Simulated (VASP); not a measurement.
# BAs (P-6m2) in VASP: notebook, part 2 of 2

VASP 6.6.1. The steps go on from the part before.

### 4 Relaxation of cell and atoms, r2SCAN

This run uses another cell than the first one, of 19.61 Å³/atom, 1.275 times its volume.

The input, POSCAR:

```
BAs
1.0
    3.3660385536      0.0000000000      0.0000000000
   -1.6830192768      2.9150748975      0.0000000000
    0.0000000000      0.0000000000      7.9946505516
B As
2 2
Direct
    0.0000000000      0.0000000000      0.0000000000
    0.3333333333      0.6666666667      0.5000000000
    0.3333333333      0.6666666667      0.0000000000
    0.6666666667      0.3333333333      0.5000000000
```

The input, INCAR.step1:

```
  PREC = Accurate
  ENCUT = 600
  ISMEAR = 0
  SIGMA = 0.02
  LREAL = False
  LASPH = True
  NELM = 100
  GGA = PE
  ALGO = Normal
  EDIFF = 1E-4
  LWAVE = True
  LCHARG = False
```

The input, INCAR.step2:

```
  PREC = Accurate
  ENCUT = 600
  EDIFF = 1E-7
  ISMEAR = 0
  SIGMA = 0.02
  LREAL = False
  LASPH = True
  NELM = 100
  ALGO = Normal
  ISIF = 3
  LWAVE = False
  LCHARG = False
  METAGGA = R2SCAN
  LMIXTAU = True
  IBRION = 2
  NSW = 80
  EDIFFG = -0.01
  ISTART = 1
```

The input, KPOINTS:

```
Automatic mesh
0
Gamma
  9 9 4
```

Potentials or basis: VASP PAW PBE potentials, release 64 (B, As).

Started as:

```console
cat potpaw_PBE.64/B/POTCAR potpaw_PBE.64/As/POTCAR > POTCAR
cp INCAR.step1 INCAR
mpirun -np 1 vasp_std > vasp.out
cp INCAR.step2 INCAR
mpirun -np 1 vasp_std > vasp.out
```

OUTCAR:

```text
PREC = Accurate
   ENCUT = 600
   EDIFF = 1E-7
   ISMEAR = 0
   LREAL = False
   LASPH = True
   NELM = 100
   ISIF = 3
   METAGGA = R2SCAN
   IBRION = 2
   NSW = 80
   EDIFFG = -0.01
   ISTART = 1

 ion  position               nearest neighbor table
   1  0.000  0.000  0.000-   3 1.94   3 1.94   3 1.94
   2  0.333  0.667  0.500-   4 1.94   4 1.94   4 1.94
   3  0.333  0.667  0.000-   1 1.94   1 1.94   1 1.94
   4  0.667  0.333  0.500-   2 1.94   2 1.94   2 1.94

  LATTYP: Found a hexagonal cell.
 ALAT       =     3.3660385536
 C/A-ratio  =     2.3750917954

  Lattice vectors:

 A1 = (   3.3660385536,   0.0000000000,   0.0000000000)
 A2 = (  -1.6830192768,   2.9150748975,   0.0000000000)
 A3 = (   0.0000000000,   0.0000000000,   7.9946505516)

Analysis of symmetry for initial positions (statically):
=====================================================================
 Subroutine PRICEL returns:
 Original cell was already a primitive cell.

 Routine SETGRP: Setting up the symmetry group for a
 hexagonal supercell.

 Subroutine GETGRP returns: Found 12 space group operations
 (whereof 12 operations were pure point group operations)
 out of a pool of 24 trial point group operations.

The static configuration has the point symmetry D_3h.

Analysis of symmetry for dynamics (positions and initial velocities):
=====================================================================
 Subroutine PRICEL returns:
 Original cell was already a primitive cell.

 Routine SETGRP: Setting up the symmetry group for a
 hexagonal supercell.

 Subroutine GETGRP returns: Found 12 space group operations
 (whereof 12 operations were pure point group operations)
 out of a pool of 24 trial point group operations.

The dynamic configuration has the point symmetry D_3h.

 Subroutine INISYM returns: Found 12 space group operations
 (whereof 12 operations are pure point group operations),
 and found     1 'primitive' translations
[... 132 lines left out ...]
 Gauss-broadening in eV      SIGMA  =   0.02
  energy-cutoff  :      600.00
  volume of cell :       78.45
 maximum number of plane-waves:      2672
 NGX is ok and might be reduce to    28
   NGX = 13   NGY = 13   NGZ = 31

--------------------------------------- Ionic step        1  -------------------------------------------

 number of electron      16.0000000 magnetization

 Free energy of the ion-electron system (eV)
  ---------------------------------------------------
  ext. energy  EPLUGINS =         0.00000000
  ---------------------------------------------------
  free energy    TOTEN  =       -42.93971440 eV

  energy without entropy =      -42.93971440  energy(sigma->0) =      -42.93971440

------------------------ aborting loop because EDIFF is reached ----------------------------------------

  FORCE on cell =-STRESS in cart. coord.  units (eV):
  Direction    XX          YY          ZZ          XY          YZ          ZX
  --------------------------------------------------------------------------------------
  -------------------------------------------------------------------------------------
  Total        0.1890778      0.1890778     -0.0078573      0.0000000      0.0000000      0.0000000
  in kB        3.8617377      3.8617377     -0.1604777      0.0000000      0.0000000      0.0000000
  external PRESSURE =       2.5209992 kB  Pullay stress =       0.0000000 kB
[... 63 lines left out ...]
--------------------------------------- Ionic step        3  -------------------------------------------

 number of electron      16.0000000 magnetization

 Free energy of the ion-electron system (eV)
  ---------------------------------------------------
  ext. energy  EPLUGINS =         0.00000000
  ---------------------------------------------------
  free energy    TOTEN  =       -42.93987425 eV

  energy without entropy =      -42.93987425  energy(sigma->0) =      -42.93987425

 E-fermi :   2.4275     XC(G=0):  -9.1407

 val. band max:        2.2885629907   @ k =   0.3333   0.3333   0.5000
 cond. band min:       3.1146640216   @ k =   0.3333   0.3333   0.0000
 fundamental gap:      0.8261010309
 Fermi energy:         2.4274763422

 k-point     1 :       0.0000    0.0000    0.0000
  band No.  band energies     occupation
      1     -12.3765      2.00000
      2     -12.1336      2.00000
      3      -2.7276      2.00000
      4      -0.8321      2.00000
      5       0.6730      2.00000
      6       0.6730      2.00000
      7       0.7591      2.00000
      8       0.7591      2.00000
      9       6.1895      0.00000
     10       6.5442      0.00000
     11       6.8694      0.00000
     12       7.3821      0.00000
[... 331 lines left out ...]
 k-point    24 :       0.3333    0.3333    0.2500
  band No.  band energies     occupation
      1      -9.1273      2.00000
      2      -9.0318      2.00000
      3      -6.1651      2.00000
      4      -6.0924      2.00000
      5      -4.0443      2.00000
      6      -3.9640      2.00000
      7       1.9935      2.00000
      8       2.2516      2.00000
      9       3.1491      0.00000
     10       3.5217      0.00000
     11       8.7244      0.00000
     12       9.1214      0.00000

 [... further k-points ...]
[... 5 lines left out ...]
  --------------------------------------------------------------------------------------
  -------------------------------------------------------------------------------------
  Total        0.0069538      0.0069538     -0.0070445      0.0000000     -0.0000000      0.0000000
  in kB        0.1417865      0.1417865     -0.1436358      0.0000000     -0.0000000      0.0000000
  external PRESSURE =       0.0466457 kB  Pullay stress =       0.0000000 kB
[... 19 lines left out ...]
  FREE ENERGIE OF THE ION-ELECTRON SYSTEM (eV)
  ---------------------------------------------------
  free  energy   TOTEN  =       -42.9398742463 eV

  energy  without entropy=      -42.9398742463  energy(sigma->0) =      -42.93987425

 reached required accuracy - stopping structural energy minimisation
```

OUTCAR.step1:

```text
PREC = Accurate
   ENCUT = 600
   ISMEAR = 0
   LREAL = False
   LASPH = True
[... 589 lines left out ...]
      0.00000      0.00000      0.00000        -0.000000      0.000000      0.000000
     -0.00000      1.94338      3.99733         0.000000      0.000000      0.000000
     -0.00000      1.94338      0.00000         0.000000      0.000000      0.000000
      1.68302      0.97169      3.99733         0.000000      0.000000      0.000000
 -----------------------------------------------------------------------------------
    total drift:                               -0.000000      0.000000      0.000000

  FREE ENERGIE OF THE ION-ELECTRON SYSTEM (eV)
  ---------------------------------------------------
  free  energy   TOTEN  =       -21.2727822948 eV

  energy  without entropy=      -21.2727822948  energy(sigma->0) =      -21.27278229
```

Run time: 5.8 min. Hardware: 1 thread of AMD EPYC 7R13 (Zen 3), shared host; peak memory 0.22 GiB.

Results:

- Free energy: -42.9399 eV
- Relaxed volume: 19.64 Å³/atom
- Relaxed cell: a = 3.369 Å, b = 3.369 Å, c = 7.994 Å, α = 90.00°, β = 90.00°, γ = 120.00°
- Space group after relaxing (to 0.05 Å): P-6m2 (No. 187)
- Energy gained by relaxing: 0.0 meV/atom
- Ionic steps: 3
- Pressure after relaxing: 0.0 GPa
- Band gap on the k mesh: 0.83 eV, indirect (least direct gap 0.90 eV)

The path:
```csv
step,energy change (eV),largest force (eV/Å),pressure (GPa),volume (Å³)
1,0.0000,0.0000,0.25,78.45
2,0.0003,0.0000,-0.40,78.80
3,-0.0002,0.0000,0.00,78.58
```

Final structure:
```yaml
crystal:
  lattice:
    - [3.36894, 0.00000, 0.00000]
    - [-1.68447, 2.91758, 0.00000]
    - [0.00000, 0.00000, 7.99436]
  atoms:
    - { symbol: B, position: [0.00000, 0.00000, 0.00000] }
    - { symbol: B, position: [0.33333, 0.66667, 0.50000] }
    - { symbol: As, position: [0.33333, 0.66667, 0.00000] }
    - { symbol: As, position: [0.66667, 0.33333, 0.50000] }
```

Caveat: the PAW data sets were made with another functional, which shifts forces and pressure a little.

### 5 Summary

| task | cell | k mesh | cutoff (eV) | smearing | gap on the mesh (eV) | pressure (GPa) |
| --- | --- | --- | --- | --- | --- | --- |
| single point | a = 2.959, b = 2.959, c = 8.114 Å, angles 90.0, 90.0, 120.0°, 4 atoms | 9 × 9 × 2 | 520 | gaussian 0.1 eV | 0.34 | 68.2 |
| single point | a = 3.366, b = 3.366, c = 7.995 Å, angles 90.0, 90.0, 120.0°, 4 atoms | 9 × 9 × 4 | 520 | gaussian 0.02 eV | 0.82 | 0.3 |
| relaxation of cell and atoms | relaxed from a = 3.366, b = 3.366, c = 7.995 Å, angles 90.0, 90.0, 120.0°, 4 atoms | 9 × 9 × 4 | 600 | gaussian 0.02 eV | 0.83 | 0.0 |

Alike in all rows: level r2SCAN; potentials or basis VASP PAW PBE potentials, release 64 (B, As); no spin polarisation.

Caveats: the PAW data sets were made with another functional, which shifts forces and pressure a little.

Absolute energies hang on the potentials; compare differences alone.
